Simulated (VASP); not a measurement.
# AlNi in VASP: a series of runs

Runs on AlNi. Level: PBEsol. Tasks: single point.

Everything below comes from runs of VASP 6.6.1. Logs are shortened: lines on timing, memory, paths and dates and some standing lists are left out, and cuts for length are marked.

## (1) The cell of the first run

The structure is tetragonal, space group P4/mmm (No. 123). Conventional cell: a = 2.811 Å, b = 2.811 Å, c = 3.022 Å, α = 90.00°, β = 90.00°, γ = 90.00°. Within 3.3 Å of Al (site symmetry 4/mmm) lie 8 Ni at 2.50 Å and 6 Al at 2.81 to 3.02 Å. Ni (site symmetry 4/mmm) has 8 Al at 2.50 Å and 6 Ni at 2.81 to 3.02 Å within 3.3 Å.

## (2) Single point, PBEsol

INCAR

```
  PREC = Accurate
  ENCUT = 520
  EDIFF = 1E-6
  ISMEAR = 0
  SIGMA = 0.15
  LREAL = False
  LASPH = True
  NELM = 100
  ALGO = Fast
  ISIF = 2
  LWAVE = False
  LCHARG = True
  GGA = PS
  LELF = True
  LVHAR = True
  NBANDS = 14
```

KPOINTS

```
Automatic mesh
0
Gamma
  16 16 16
```

POSCAR

```
AlNi
1.0
    1.9874914371     -1.9874386223      0.0000000000
    1.9874914371      1.9874386223      0.0000000000
    0.0000000000      0.0000000000      3.0219000000
Al Ni
1 1
Direct
    0.0000000000      0.0000000000      0.0000000000
    0.5000000000      0.5000000000      0.5000000000
```

Potentials or basis: VASP PAW PBE potentials, release 64 (Al, Ni).

Command:

```sh
$ cat potpaw_PBE.64/Al/POTCAR potpaw_PBE.64/Ni/POTCAR > POTCAR
$ mpirun -np 1 vasp_std > vasp.out
```

OUTCAR:

```text
PREC = Accurate
   ENCUT = 520
   EDIFF = 1E-6
   ISMEAR = 0
   LREAL = False
   LASPH = True
   NELM = 100
   ISIF = 2
   GGA = PS

 ion  position               nearest neighbor table
   1  0.000  0.000  0.000-   2 2.50   2 2.50   2 2.50   2 2.50   2 2.50   2 2.50   2 2.50   2 2.50

   2  0.500  0.500  0.500-   1 2.50   1 2.50   1 2.50   1 2.50   1 2.50   1 2.50   1 2.50   1 2.50

  LATTYP: Found a base centered orthorhombic cell.
 ALAT       =     3.9748772446
 B/A-ratio  =     1.0000265743
 C/A-ratio  =     0.7602498930

  Lattice vectors:

 A1 = (  -1.9874914371,  -1.9874386223,   0.0000000000)
 A2 = (   1.9874914371,  -1.9874386223,   0.0000000000)
 A3 = (   0.0000000000,   0.0000000000,   3.0219000000)

Analysis of symmetry for initial positions (statically):
=====================================================================
 Subroutine PRICEL returns:
 Original cell was already a primitive cell.

 Routine SETGRP: Setting up the symmetry group for a
 base centered orthorhombic supercell.

 Subroutine GETGRP returns: Found  8 space group operations
 (whereof  8 operations were pure point group operations)
 out of a pool of  8 trial point group operations.

The static configuration has the point symmetry D_2h.

Analysis of symmetry for dynamics (positions and initial velocities):
=====================================================================
 Subroutine PRICEL returns:
 Original cell was already a primitive cell.

 Routine SETGRP: Setting up the symmetry group for a
 base centered orthorhombic supercell.

 Subroutine GETGRP returns: Found  8 space group operations
 (whereof  8 operations were pure point group operations)
 out of a pool of  8 trial point group operations.

The dynamic configuration has the point symmetry D_2h.

 Subroutine INISYM returns: Found  8 space group operations
 (whereof  8 operations are pure point group operations),
 and found     1 'primitive' translations

----------------------------------------------------------------------------------------

                                     Primitive cell

  volume of cell :      23.8731

  direct lattice vectors                    reciprocal lattice vectors
     1.987491437 -1.987438622  0.000000000     0.251573411 -0.251580096  0.000000000
     1.987491437  1.987438622  0.000000000     0.251573411  0.251580096  0.000000000
     0.000000000  0.000000000  3.021900000     0.000000000  0.000000000  0.330917635

  length of vectors
     2.810700000  2.810700000  3.021900000     0.355783257  0.355783257  0.330917635

  position of ions in fractional coordinates (direct lattice)
     0.000000000  0.000000000  0.000000000
     0.500000000  0.500000000  0.500000000

  ion indices of the primitive-cell ions
   primitive index   ion index
                 1           1
                 2           2

----------------------------------------------------------------------------------------

 KPOINTS: Automatic mesh

Automatic generation of k-mesh.
 Grid dimensions read from file:
 generate k-points for:   16   16   16

 Generating k-lattice:

  Cartesian coordinates                     Fractional coordinates (reciprocal lattice)
     0.015723338 -0.015723756  0.000000000     0.062500000  0.000000000  0.000000000
     0.015723338  0.015723756  0.000000000     0.000000000  0.062500000  0.000000000
     0.000000000  0.000000000  0.020682352     0.000000000  0.000000000  0.062500000

  Length of vectors
     0.022236454  0.022236454  0.020682352

  Shift w.r.t. Gamma in fractional coordinates (k-lattice)
     0.000000000  0.000000000  0.000000000

 Subroutine IBZKPT returns following result:
 ===========================================

 Found    657 irreducible k-points:

 Following reciprocal coordinates:
            Coordinates               Weight
  0.000000  0.000000  0.000000      1.000000
  0.062500 -0.000000  0.000000      4.000000
  0.125000 -0.000000  0.000000      4.000000
  0.187500 -0.000000  0.000000      4.000000
  0.250000 -0.000000  0.000000      4.000000
  0.312500 -0.000000  0.000000      4.000000
[... 16 lines left out ...]
 -0.125000  0.062500  0.000000      4.000000
 -0.062500  0.062500  0.000000      2.000000
 [... further k-points ...]
   k-points           NKPTS =    657   k-points in BZ     NKDIM =    657   number of bands    NBANDS=     14
   number of dos      NEDOS =    301   number of ions     NIONS =      2
   total plane-waves  NPLWV =  13824
   dimension x,y,z NGX =    24 NGY =   24 NGZ =   24
   dimension x,y,z NGXF=    48 NGYF=   48 NGZF=   48
   ions per type =               1   1
   NGX,Y,Z   is equivalent  to a cutoff of  14.20, 14.20, 13.20 a.u.
   NGXF,Y,Z  is equivalent  to a cutoff of  28.39, 28.39, 26.41 a.u.
 SYSTEM =  unknown system
   PREC   = accura    normal or accurate (medium, high low for compatibility)
   ISTART =      0    job   : 0-new  1-cont  2-samecut
   ICHARG =      2    charge: 1-file 2-atom 10-const
   ISPIN  =      1    spin polarized calculation?
   LNONCOLLINEAR =      F non collinear calculations
   LSORBIT =      F    spin-orbit coupling
   LASPH  =      T    aspherical Exc in radial PAW
   ENCUT  =  520.0 eV  38.22 Ry    6.18 a.u.   5.23  5.23  5.62*2*pi/ulx,y,z
   NELM   =    100;   NELMIN=  2; NELMDL= -5     # of ELM steps
   EDIFF  = 0.1E-05   stopping-criterion for ELM
   LREAL  =      F    real-space projection
   EDIFFG = 0.1E-04   stopping-criterion for IOM
   NSW    =      0    number of steps for IOM
   IBRION =     -1    ionic relax: 0-MD 1-quasi-New 2-CG
   NFREE  =      0    steps in history (QN), initial steepest desc. (CG)
   ISIF   =      2    stress and relaxation
   ISYM   =      2    0-nonsym 1-usesym 2-fastsym
   POTIM  = 0.5000    time-step for ionic-motion
   TEBEG  =    0.0;   TEEND  =   0.0 temperature during run
   PSTRESS=    0.0 pullay stress
   NELECT =      13.0000    total number of electrons
   NUPDOWN=      -1.0000    fix difference up-down
   EMIN   =  10.00;   EMAX   =-10.00  energy-range for DOS
   EFERMI =   0.00;   METHOD = LEGACY
   ISMEAR =     0;   SIGMA  =   0.15  broadening in eV -4-tet -1-fermi 0-gaus
   EFERMI_NEDOS =   21; number of points for ismear=-14 and -15
   IALGO  =     68    algorithm
   IMIX   =      4    mixing-type and parameters
     AMIX     =   0.40;   BMIX     =  1.00
     AMIX_MAG =   1.60;   BMIX_MAG =  1.00
  volume/ion in A,a.u.               =      11.94        80.55
  Fermi-wavevector in a.u.,A,eV,Ry     =   1.336861  2.526301 24.316296  1.787197
  Thomas-Fermi vector in A             =   2.465455
   LORBIT       =      0    0 simple, 1 ext, 2 COOP (PROOUT), +10 PAW based schemes
   GGA     = PS    functional components
   LHFCALC =     F    Hartree Fock is set to
   AEXX    =    0.0000 exact exchange contribution
   IVDW    =     0    specifies the selected vdW correction
   LEPSILON=     F    determine dielectric tensor
   LRPA    =     F    only Hartree local field effects (RPA)
 non-spin polarized calculation
 RMM-DIIS sequential band-by-band and
 Gauss-broadening in eV      SIGMA  =   0.15
  energy-cutoff  :      520.00
  volume of cell :       23.87
 maximum number of plane-waves:       659
 NGX is ok and might be reduce to    24
   NGX = 11   NGY = 11   NGZ = 11

 number of electron      12.9999989 magnetization

 Free energy of the ion-electron system (eV)
  ---------------------------------------------------
  ext. energy  EPLUGINS =         0.00000000
  ---------------------------------------------------
  free energy    TOTEN  =       -11.56984201 eV

  energy without entropy =      -11.55913949  energy(sigma->0) =      -11.56449075

 E-fermi :   9.9171     XC(G=0): -12.1742

 val. band max:        9.9164973512   @ k =   0.3125  -0.0000   0.3125
 cond. band min:       9.9269682363   @ k =   0.5000   0.3125   0.4375
 fundamental gap:      0.0104708851
 Fermi energy:         9.9170932816

 k-point     1 :       0.0000    0.0000    0.0000
  band No.  band energies     occupation
      1      -1.2287      2.00000
      2       6.6238      2.00000
      3       6.7002      2.00000
      4       8.3189      2.00000
      5       8.3190      2.00000
      6       8.5109      2.00000
      7      13.7818      0.00000
      8      16.3050      0.00000
      9      16.3052      0.00000
     10      17.5484      0.00000
     11      18.3555      0.00000
     12      23.9116      0.00000
     13      30.3648      0.00000
     14      30.3651      0.00000

 k-point     2 :       0.0625   -0.0000    0.0000
  band No.  band energies     occupation
      1      -1.1532      2.00000
      2       6.6404      2.00000
      3       6.7054      2.00000
      4       8.2738      2.00000
      5       8.3230      2.00000
      6       8.4800      2.00000
      7      13.8915      0.00000
      8      15.3524      0.00000
      9      16.4001      0.00000
     10      17.6317      0.00000
     11      19.0838      0.00000
     12      24.2427      0.00000
     13      29.3271      0.00000
     14      30.3773      0.00000

 k-point     3 :       0.1250   -0.0000    0.0000
  band No.  band energies     occupation
      1      -0.9273      2.00000
      2       6.6668      2.00000
      3       6.7286      2.00000
      4       8.1512      2.00000
      5       8.3347      2.00000
      6       8.3941      2.00000
      7      13.8418      0.00000
      8      14.2082      0.00000
      9      16.6789      0.00000
     10      17.6844      0.00000
     11      20.1087      0.00000
     12      25.2513      0.00000
     13      27.6848      0.00000
     14      29.6414      0.00000
[... 324 lines left out ...]
 k-point    23 :      -0.1250    0.0625    0.0000
  band No.  band energies     occupation
      1      -0.8524      2.00000
      2       6.6857      2.00000
      3       6.7357      2.00000
      4       8.1518      2.00000
      5       8.2965      2.00000
      6       8.3580      2.00000
      7      13.8843      0.00000
      8      14.3142      0.00000
      9      15.7583      0.00000
     10      18.0397      0.00000
     11      20.7125      0.00000
     12      25.4406      0.00000
     13      27.7290      0.00000
     14      28.6384      0.00000

 k-point    24 :      -0.0625    0.0625    0.0000
  band No.  band energies     occupation
      1      -1.0777      2.00000
      2       6.6574      2.00000
      3       6.7113      2.00000
      4       8.2631      2.00000
      5       8.2936      2.00000
      6       8.4476      2.00000
      7      14.0002      0.00000
      8      15.2221      0.00000
      9      15.6799      0.00000
     10      17.8761      0.00000
     11      19.6830      0.00000
     12      24.5321      0.00000
     13      29.2756      0.00000
     14      29.4570      0.00000

 [... further k-points ...]
[... 5 lines left out ...]
  --------------------------------------------------------------------------------------
  -------------------------------------------------------------------------------------
  Total       -0.1458873     -0.1450062     -0.8238622      0.0000000      0.0000000      0.0000000
  in kB       -9.7908211     -9.7316841    -55.2912107      0.0000000      0.0000000      0.0000000
  external PRESSURE =     -24.9379053 kB  Pullay stress =       0.0000000 kB

 VOLUME and BASIS-vectors are now :
 -----------------------------------------------------------------------------
  energy-cutoff  :      520.00
  volume of cell :       23.87
      direct lattice vectors                 reciprocal lattice vectors
     1.987491437 -1.987438622  0.000000000     0.251573411 -0.251580096  0.000000000
     1.987491437  1.987438622  0.000000000     0.251573411  0.251580096  0.000000000
     0.000000000  0.000000000  3.021900000     0.000000000  0.000000000  0.330917635

 POSITION                                       TOTAL-FORCE (eV/Angst)
 -----------------------------------------------------------------------------------
      0.00000      0.00000      0.00000        -0.000000      0.000000      0.000000
      1.98749      0.00000      1.51095         0.000000      0.000000      0.000000
 -----------------------------------------------------------------------------------
    total drift:                                0.000000     -0.000000     -0.000000

  FREE ENERGIE OF THE ION-ELECTRON SYSTEM (eV)
  ---------------------------------------------------
  free  energy   TOTEN  =       -11.5698420137 eV

  energy  without entropy=      -11.5591394896  energy(sigma->0) =      -11.56449075
```

It took 2 min on 1 thread of AMD EPYC 9R45 (Zen 5), shared host; peak memory 0.3 GiB.

Results:

| Item | Value |
| --- | --- |
| Free energy | -11.5698 eV |
| Pressure | -2.5 GPa |

Levels at points of the mesh, in eV from the Fermi level:
```csv
k point,band 4,band 5,band 6,band 7,band 8,band 9,band 10,band 11
"(0.00, 0.00, 0.00)",-1.60,-1.60,-1.41,3.86,6.39,6.39,7.63,8.44
"(0.50, 0.00, 0.00)",-2.52,-2.11,-1.49,-0.47,8.15,8.56,9.84,10.92
"(0.50, 0.50, 0.00)",-2.55,-2.28,-2.28,-0.90,1.91,2.94,11.23,14.13
"(0.00, 0.00, 0.50)",-2.12,-2.12,-1.35,-1.00,8.34,10.65,10.65,11.16
"(0.50, 0.00, 0.50)",-2.84,-2.00,-1.95,-1.10,1.30,2.29,12.95,15.32
"(0.50, 0.50, 0.50)",-1.09,-0.89,1.90,2.06,2.06,3.77,4.22,4.22
```

Caveat: the PAW data sets were made with another functional, which shifts forces and pressure a little.

(Continued in part 2 of 3.)
